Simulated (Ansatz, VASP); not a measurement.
**C in VASP and in Ansatz**

```
CELL_PARAMETERS angstrom
0.00000 1.83976 1.88465
1.83976 0.00000 1.88465
1.83976 1.83976 0.00000
ATOMIC_POSITIONS crystal
C 0.50000 0.50000 0.50000
C 0.75000 0.75000 0.75000
```

Alike in both runs: task single point; functional PBE; k mesh 12 × 12 × 12; occupations gaussian, width 0.05 eV; no spin polarisation.

|  | VASP | Ansatz |
| --- | --- | --- |
| version | VASP 6.6.1 | Ansatz 0.2.0 |
| potentials or method | VASP PAW PBE potentials, release 64 (C), cutoff 520 eV | scalar-relativistic, plane waves, PAW |
| valence electrons in the cell | 8 | 8 |

VASP gave:

* gap on the k mesh at the Fermi level (eV): 3.61
* least direct gap on the mesh (eV): 5.06

Estimate Ansatz's values.

gap on the k mesh at the Fermi level (eV): 3.62; least direct gap on the mesh (eV): 5.07.
